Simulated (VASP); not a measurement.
# H22CO11 in VASP: a series of runs

H22CO11 is run at these levels: PBE+D3(BJ); tasks: single point.

Program: VASP 6.6.1. These are calculated values, not measurements. Logs are shortened: lines on timing, memory, paths and dates and some standing lists are left out, and cuts for length are marked.

## Step 1: The cell of the first run

The cell holds a disordered packing, 34 atoms: a = 6.875 Å, b = 6.875 Å, c = 6.875 Å, α = 90.00°, β = 90.00°, γ = 90.00°.

## Step 2: Single point, PBE+D3(BJ)

INCAR

```
PREC = Accurate
ENCUT = 520
EDIFF = 1E-6
ISMEAR = -1
SIGMA = 0.02
LREAL = Auto
LASPH = T
NELM = 120
ALGO = Normal
ISIF = 2
LWAVE = F
LCHARG = T
GGA = PE
IVDW = 12
LELF = T
LVHAR = T
NBANDS = 69
GGA_COMPAT = F
```

KPOINTS

```
regular mesh
0
Gamma
  1 1 1
```

POSCAR

```
H22CO11
1.0
    6.8746390000      0.0000000000      0.0000000000
    0.0000000000      6.8746390000      0.0000000000
    0.0000000000      0.0000000000      6.8746390000
O H C
11 22 1
Direct
    0.5116777768      0.6749154392      0.7598217157
    0.5462832303      0.1414037886      0.8850064709
    0.4964042476      0.9225357142      0.2389798213
    0.6923418088      0.0276523611      0.5384719110
    0.9624214450      0.8292799084      0.8431424545
    0.5427339530      0.5553455243      0.1078747553
    0.9123533614      0.6982766659      0.2488130649
    0.1676742590      0.5250893901      0.5754774905
    0.2876660142      0.3106490392      0.2857750058
    0.1613612002      0.9750621087      0.4920258358
   -0.0774440665      0.3117836442     -0.1253738560
    0.3958026014      0.6257783136      0.6803993635
    0.6288912043      0.6736062795      0.6796575064
    0.5832160787      0.0540973861      0.7653347325
    0.6691551367      0.2178005274      0.8727294626
    0.4863528107      0.7811755643      0.1811731496
    0.5278968103      1.0189625957      0.1363271584
    0.8100352615      0.1113076628      0.4914876258
    0.6172833221     -0.0125388402      0.4208802819
    0.9159462773      0.9303761259      0.7548905477
    1.0751546372      0.7768698836      0.7693931274
    0.6802829938      0.5293223397      0.1513970406
    0.5395046925      0.6006133558     -0.0449187223
    0.9024619329      0.7949217406      0.1411274105
    1.0479968475      0.6619983973      0.2592281573
    0.1086602511      0.4302335003      0.6672786746
    0.2376270230      0.4336227691      0.4691737268
    0.3864493830      0.3960498871      0.2136403090
    0.3081034510      0.1668014859      0.2798692411
    0.2772800143      0.9019964539      0.5254821380
    0.0769349489      0.8632016896      0.4635879789
   -0.0497480668      0.1226391669      0.1044127553
    0.1867879899      0.2227316954      0.0021964790
    0.0194192015      0.2216261828     -0.0102550839
```

Potentials or basis: VASP PAW PBE potentials, release 64 (O, H, C).

Started as:

```sh
cat potpaw_PBE.64/O/POTCAR potpaw_PBE.64/H/POTCAR potpaw_PBE.64/C/POTCAR > POTCAR
mpirun -np 1 vasp_gam > vasp.out
```

OUTCAR:

```text
PREC = Accurate
   ENCUT = 520
   EDIFF = 1E-6
   ISMEAR = -1
   LREAL = Auto
   LASPH = T
   NELM = 120
   ISIF = 2
   GGA = PE
   IVDW = 12
 IVDW          = 12

 ion  position               nearest neighbor table
   1  0.512  0.675  0.760-  13 0.98  12 1.02
   2  0.546  0.141  0.885-  15 1.00  14 1.05
   3  0.496  0.923  0.239-  17 0.99  16 1.05
   4  0.692  0.028  0.538-  19 1.00  18 1.04
   5  0.962  0.829  0.843-  20 0.98  21 0.99
   6  0.543  0.555  0.108-  22 1.01  23 1.10
   7  0.912  0.698  0.249-  25 0.97  24 1.00
   8  0.168  0.525  0.575-  26 0.99  27 1.08
   9  0.288  0.311  0.286-  29 1.00  28 1.03
  10  0.161  0.975  0.492-  30 0.97  31 0.98
  11  0.923  0.312  0.875-  34 1.21
  12  0.396  0.626  0.680-   1 1.02
  13  0.629  0.674  0.680-   1 0.98
  14  0.583  0.054  0.765-   2 1.05
  15  0.669  0.218  0.873-   2 1.00
  16  0.486  0.781  0.181-   3 1.05
[... 15 lines left out ...]
  32  0.950  0.123  0.104-  34 1.14
  33  0.187  0.223  0.002-  34 1.15
  34  0.019  0.222  0.990-  32 1.14  33 1.15  11 1.21

  LATTYP: Found a simple cubic cell.
 ALAT       =     6.8746390000

  Lattice vectors:

 A1 = (   6.8746390000,   0.0000000000,   0.0000000000)
 A2 = (   0.0000000000,   6.8746390000,   0.0000000000)
 A3 = (   0.0000000000,   0.0000000000,   6.8746390000)

Analysis of symmetry for initial positions (statically):
=====================================================================
 Subroutine PRICEL returns:
 Original cell was already a primitive cell.

 Routine SETGRP: Setting up the symmetry group for a
 simple cubic supercell.

 Subroutine GETGRP returns: Found  1 space group operations
 (whereof  1 operations were pure point group operations)
 out of a pool of 48 trial point group operations.

The static configuration has the point symmetry C_1 .

Analysis of symmetry for dynamics (positions and initial velocities):
=====================================================================
 Subroutine PRICEL returns:
 Original cell was already a primitive cell.

 Routine SETGRP: Setting up the symmetry group for a
 simple cubic supercell.

 Subroutine GETGRP returns: Found  1 space group operations
 (whereof  1 operations were pure point group operations)
 out of a pool of 48 trial point group operations.

The dynamic configuration has the point symmetry C_1 .

 Subroutine INISYM returns: Found  1 space group operations
 (whereof  1 operations are pure point group operations),
 and found     1 'primitive' translations

----------------------------------------------------------------------------------------

                                     Primitive cell

  volume of cell :     324.9000

  direct lattice vectors                    reciprocal lattice vectors
     6.874639000  0.000000000  0.000000000     0.145462184  0.000000000  0.000000000
     0.000000000  6.874639000  0.000000000     0.000000000  0.145462184  0.000000000
     0.000000000  0.000000000  6.874639000     0.000000000  0.000000000  0.145462184

  length of vectors
     6.874639000  6.874639000  6.874639000     0.145462184  0.145462184  0.145462184

  position of ions in fractional coordinates (direct lattice)
     0.511677777  0.674915439  0.759821716
     0.546283230  0.141403789  0.885006471
     0.496404248  0.922535714  0.238979821
     0.692341809  0.027652361  0.538471911
     0.962421445  0.829279908  0.843142454
     0.542733953  0.555345524  0.107874755
[... 26 lines left out ...]
     0.186787990  0.222731695  0.002196479
     0.019419201  0.221626183  0.989744916

  ion indices of the primitive-cell ions
   primitive index   ion index
                 1           1
                 2           2
                 3           3
                 4           4
                 5           5
                 6           6
[... 26 lines left out ...]
                33          33
                34          34

----------------------------------------------------------------------------------------

 KPOINTS: regular mesh

Automatic generation of k-mesh.
 Grid dimensions read from file:
 generate k-points for:    1    1    1

 Generating k-lattice:

  Cartesian coordinates                     Fractional coordinates (reciprocal lattice)
     0.145462184  0.000000000  0.000000000     1.000000000  0.000000000  0.000000000
     0.000000000  0.145462184  0.000000000     0.000000000  1.000000000  0.000000000
     0.000000000  0.000000000  0.145462184     0.000000000  0.000000000  1.000000000

  Length of vectors
     0.145462184  0.145462184  0.145462184

  Shift w.r.t. Gamma in fractional coordinates (k-lattice)
     0.000000000  0.000000000  0.000000000

 Subroutine IBZKPT returns following result:
 ===========================================

 Found      1 irreducible k-points:

 Following reciprocal coordinates:
            Coordinates               Weight
  0.000000  0.000000  0.000000      1.000000
   k-points           NKPTS =      1   k-points in BZ     NKDIM =      1   number of bands    NBANDS=     69
   number of dos      NEDOS =    301   number of ions     NIONS =     34
   total plane-waves  NPLWV = 157464
   dimension x,y,z NGX =    54 NGY =   54 NGZ =   54
   dimension x,y,z NGXF=   108 NGYF=  108 NGZF=  108
   ions per type =              11  22   1
   NGX,Y,Z   is equivalent  to a cutoff of  13.06, 13.06, 13.06 a.u.
   NGXF,Y,Z  is equivalent  to a cutoff of  26.12, 26.12, 26.12 a.u.
 SYSTEM =  unknown system
   PREC   = accura    normal or accurate (medium, high low for compatibility)
   ISTART =      0    job   : 0-new  1-cont  2-samecut
   ICHARG =      2    charge: 1-file 2-atom 10-const
   ISPIN  =      1    spin polarized calculation?
   LNONCOLLINEAR =      F non collinear calculations
   LSORBIT =      F    spin-orbit coupling
   LASPH  =      T    aspherical Exc in radial PAW
   ENCUT  =  520.0 eV  38.22 Ry    6.18 a.u.  12.78 12.78 12.78*2*pi/ulx,y,z
   NELM   =    120;   NELMIN=  2; NELMDL= -5     # of ELM steps
   EDIFF  = 0.1E-05   stopping-criterion for ELM
   LREAL  =      T    real-space projection
   EDIFFG = 0.1E-04   stopping-criterion for IOM
   NSW    =      0    number of steps for IOM
   IBRION =     -1    ionic relax: 0-MD 1-quasi-New 2-CG
   NFREE  =      0    steps in history (QN), initial steepest desc. (CG)
   ISIF   =      2    stress and relaxation
   ISYM   =      2    0-nonsym 1-usesym 2-fastsym
   POTIM  = 0.5000    time-step for ionic-motion
   TEBEG  =    0.0;   TEEND  =   0.0 temperature during run
   PSTRESS=    0.0 pullay stress
   NELECT =      92.0000    total number of electrons
   NUPDOWN=      -1.0000    fix difference up-down
   EMIN   =  10.00;   EMAX   =-10.00  energy-range for DOS
   EFERMI =   0.00;   METHOD = LEGACY
   ISMEAR =    -1;   SIGMA  =   0.02  broadening in eV -4-tet -1-fermi 0-gaus
   EFERMI_NEDOS =   21; number of points for ismear=-14 and -15
   IALGO  =     38    algorithm
   IMIX   =      4    mixing-type and parameters
     AMIX     =   0.40;   BMIX     =  1.00
     AMIX_MAG =   1.60;   BMIX_MAG =  1.00
  volume/ion in A,a.u.               =       9.56        64.49
  Fermi-wavevector in a.u.,A,eV,Ry     =   1.075031  2.031513 15.724131  1.155691
  Thomas-Fermi vector in A             =   2.210876
   LORBIT       =      0    0 simple, 1 ext, 2 COOP (PROOUT), +10 PAW based schemes
   GGA     = PE    functional components
   LHFCALC =     F    Hartree Fock is set to
   AEXX    =    0.0000 exact exchange contribution
   IVDW    =    12    specifies the selected vdW correction
   LEPSILON=     F    determine dielectric tensor
   LRPA    =     F    only Hartree local field effects (RPA)
 non-spin polarized calculation
  energy-cutoff  :      520.00
  volume of cell :      324.90
 maximum number of plane-waves:      4367
 NGX is ok and might be reduce to    50
   NGX = 25   NGY = 25   NGZ = 25

 number of electron      92.0000006 magnetization

 Free energy of the ion-electron system (eV)
  ---------------------------------------------------
  ext. energy  EPLUGINS =         0.00000000
  ---------------------------------------------------
  free energy    TOTEN  =      -167.25067244 eV

  energy without entropy =     -167.25067244  energy(sigma->0) =     -167.25067244

 E-fermi :  -2.4121     XC(G=0):  -7.1473

 val. band max:       -2.9542420311   @ k =   0.0000   0.0000   0.0000
 cond. band min:       0.8819707255   @ k =   0.0000   0.0000   0.0000
 fundamental gap:      3.8362127566
 Fermi energy:        -2.4121105501

 k-point     1 :       0.0000    0.0000    0.0000
  band No.  band energies     occupation
      1     -23.8331      2.00000
      2     -22.2803      2.00000
      3     -22.0158      2.00000
      4     -21.7042      2.00000
      5     -21.6194      2.00000
      6     -21.5599      2.00000
[... 50 lines left out ...]
     57       6.0982      0.00000
     58       6.3263      0.00000
 [bands above 58 left out]

------------------------ aborting loop because EDIFF is reached ----------------------------------------

 Edisp (eV)   -1.28979

 E8    (eV) :    -0.2692

  FORCE on cell =-STRESS in cart. coord.  units (eV):
  Direction    XX          YY          ZZ          XY          YZ          ZX
  --------------------------------------------------------------------------------------
  -------------------------------------------------------------------------------------
  Total      -6.60376    -6.91081    -3.28010    -2.22653     0.91926     2.44843
  in kB     -32.56510   -34.07926   -16.17514   -10.97969     4.53313    12.07393
  external pressure =      -27.61 kB  Pullay stress =        0.00 kB

 VOLUME and BASIS-vectors are now :
 -----------------------------------------------------------------------------
  energy-cutoff  :      520.00
  volume of cell :      324.90
      direct lattice vectors                 reciprocal lattice vectors
     6.874639000  0.000000000  0.000000000     0.145462184  0.000000000  0.000000000
     0.000000000  6.874639000  0.000000000     0.000000000  0.145462184  0.000000000
     0.000000000  0.000000000  6.874639000     0.000000000  0.000000000  0.145462184

 POSITION                                       TOTAL-FORCE (eV/Angst)
 -----------------------------------------------------------------------------------
      3.51760      4.63980      5.22350        -0.844867     -0.060144     -0.806779
      3.75550      0.97210      6.08410         1.365293     -0.942171     -1.461978
      3.41260      6.34210      1.64290        -0.454646     -0.789117     -0.437196
      4.75960      0.19010      3.70180         2.683859      1.619038     -0.151172
      6.61630      5.70100      5.79630         0.568470     -0.125843     -0.325154
      3.73110      3.81780      0.74160         0.541022      0.126020     -0.667219
[... 26 lines left out ...]
      1.28410      1.53120      0.01510        -1.267952      0.144227     -0.708651
      0.13350      1.52360      6.80414         1.773978     -1.626893      1.865911
 -----------------------------------------------------------------------------------
    total drift:                                0.010964      0.013982      0.000756

  FREE ENERGIE OF THE ION-ELECTRON SYSTEM (eV)
  ---------------------------------------------------
  free  energy   TOTEN  =      -168.5404672341 eV

  energy  without entropy=     -168.5404672341  energy(sigma->0) =     -168.54046723
```

Wall time 53 s (1 thread of Intel Xeon Platinum 8375C at 2.90GHz (Ice Lake), shared host); peak memory 0.39 GiB.

Results:

* Free energy: -168.5405 eV
* Pressure: -2.8 GPa
* Largest force: 3.138 eV/Å
* Band gap on the k mesh: 3.84 eV
* Dispersion energy per atom: -0.038 eV

Forces in eV/Å, atoms in the order of the input:
```
O   -0.845 -0.060 -0.807
O    1.365 -0.942 -1.462
O   -0.455 -0.789 -0.437
O    2.684  1.619 -0.151
O    0.568 -0.126 -0.325
O    0.541  0.126 -0.667
O   -0.449  0.575 -0.299
O    1.139 -1.034 -0.456
O    0.374  0.458 -0.081
O   -0.424 -0.679  0.086
O   -0.516  0.768 -1.037
H    0.726 -0.122  0.575
H   -0.126  0.044  0.028
H   -1.012  0.978  1.391
H   -0.620  0.301  0.562
H    0.691  1.488  0.481
H   -0.086 -0.678 -0.604
H   -2.240 -1.521  0.765
H    0.015 -0.253 -0.464
H   -0.171 -0.128 -0.020
H   -0.665  0.127  0.523
H   -1.053  0.646 -0.540
H    0.163 -0.758  1.391
H    0.332 -0.802  0.336
H    0.153 -0.193 -0.185
H    0.095  0.546 -0.350
H   -1.048  0.612  1.004
H   -0.176 -1.027  0.058
H    0.243  0.945  0.238
H    0.557  0.408  0.057
H   -0.422  0.363 -0.269
H    0.155  0.592 -0.500
H   -1.268  0.144 -0.709
C    1.774 -1.627  1.866
```

Caveat: the k points lie up to 0.91 Å⁻¹ apart.

## Step 3: Single point, PBE+D3(BJ)

INCAR

```
PREC = Accurate ; ENCUT = 520
EDIFF = 1E-6 ; ISMEAR = -1
SIGMA = 0.02 ; LREAL = Auto
LASPH = T ; NELM = 120
ALGO = Normal ; ISIF = 2
LWAVE = F ; LCHARG = F
GGA = PE ; IVDW = 12
NBANDS = 69 ; GGA_COMPAT = F
```

KPOINTS is that of step 2.

POSCAR

```
H22CO11
1.0
    6.8746390000      0.0000000000      0.0000000000
    0.0000000000      6.8746390000      0.0000000000
    0.0000000000      0.0000000000      6.8746390000
O H C
11 22 1
Direct
    0.4747158360      0.6965747583      0.7294346656
    0.5055392727      0.1908900235      0.8588523703
    0.5093358357      0.9348272687      0.2000832335
    0.7400243125      0.0808042430      0.5193872726
    0.9035383531      0.7752261610      0.8030967153
    0.5838706585      0.5291914237      0.1051546125
    0.9398602603      0.6877015651      0.2203897543
    0.1802276454      0.4913421636      0.5908092047
    0.2900225015      0.2631556362      0.3282499634
    0.1591792674      0.9535482518      0.5034446172
   -0.0752475875      0.3094271568     -0.1566627717
    0.3923260552      0.5933111542      0.6784792627
    0.6039008012      0.6744063216      0.6823776492
    0.5846270619      0.1191917132      0.7668039005
    0.5853398266      0.3132237198      0.9008182102
    0.5000844408      0.8000565557      0.1743509732
    0.4850291048      1.0160388058      0.0819388480
    0.8760023617      0.0289906132      0.5514762302
    0.7018404894      0.0021964790      0.4087632820
    0.8234032362      0.8719585130      0.7353549765
    0.9650397643      0.7275436572      0.6890252710
    0.7022768759      0.5730191796      0.1673978808
    0.5854707425      0.6000315071     -0.0153317141
    0.9820879322      0.7234270774      0.0879027975
    1.0546590155      0.6306949354      0.2767418042
    0.0591449238      0.4758940797      0.6483831369
    0.2383397877      0.3832201225      0.5123178104
    0.3610080471      0.3713940470      0.2470238801
    0.3737359882      0.1409528559      0.3030850056
    0.2779200479      0.8826208911      0.5377009615
    0.1372144777      0.9427113191      0.3705794588
   -0.0403948484      0.0528609575     -0.0475952265
    0.1754128471      0.1456367382     -0.1886935445
    0.0277687308      0.1679797296     -0.1233519316
```

Potentials or basis: VASP PAW PBE potentials, release 64 (O, H, C).

Started as:

```sh
cat potpaw_PBE.64/O/POTCAR potpaw_PBE.64/H/POTCAR potpaw_PBE.64/C/POTCAR > POTCAR
mpirun -np 1 vasp_gam > vasp.out
```

Run time: 42 s. Hardware: 1 thread of Intel Xeon Platinum 8375C at 2.90GHz (Ice Lake), shared host; peak memory 0.39 GiB.

The run converged. Its results:

```
Free energy                : -168.0205 eV
Pressure                   : 1.2 GPa
Largest force              : 3.601 eV/Å
Band gap on the k mesh     : 3.62 eV
Dispersion energy per atom : -0.038 eV
```

Forces on the atoms (eV/Å):
```
O    0.130  0.863  0.611
O    0.551  1.729  1.397
O   -0.094  2.460  0.466
O    1.957 -0.786  1.220
O   -1.168  0.356  0.365
O   -0.812 -0.358  0.579
O    0.014  0.566 -0.763
O    2.916  1.748 -1.188
O    2.403  0.706 -2.288
O    0.092 -0.097  2.758
O    0.133  0.639 -0.088
H   -0.924 -0.537 -0.194
H    0.685 -0.180 -0.326
H    0.334  0.178 -0.571
H   -1.005 -2.222 -0.563
H   -0.233 -1.619 -0.627
H    0.441 -0.560 -0.166
H   -1.225  1.061 -0.843
H   -0.466 -0.208 -0.649
H   -0.401  0.249  0.647
H    1.447 -0.782 -0.922
H    1.029 -0.122  0.487
H   -0.403  0.437 -1.174
H   -0.458 -0.138  0.136
H    0.342 -0.534  0.642
H   -2.053 -1.495  1.157
H   -0.912 -0.486  0.039
H   -0.882 -1.863  1.128
H   -0.968  1.426  0.574
H   -0.205 -0.043 -0.034
H   -0.194 -0.306 -2.362
H   -0.195 -1.311  1.237
H   -0.152  0.371  0.410
C    0.276  0.859 -1.093
```

Stress tensor (GPa, compression positive):
```
 0.34  0.87 -0.73
 0.87  1.29  1.06
-0.73  1.06  2.12
```

Levels at points of the mesh, in eV from the valence-band top:
| k point | band 42 | band 43 | band 44 | band 45 | band 46 | band 47 | band 48 | band 49 | band 50 | band 51 |
| --- | --- | --- | --- | --- | --- | --- | --- | --- | --- | --- |
| (0.00, 0.00, 0.00) | -1.17 | -1.13 | -0.87 | -0.74 | 0.00 | 3.62 | 4.04 | 6.54 | 7.17 | 7.21 |

Caveat: the k points lie up to 0.91 Å⁻¹ apart.
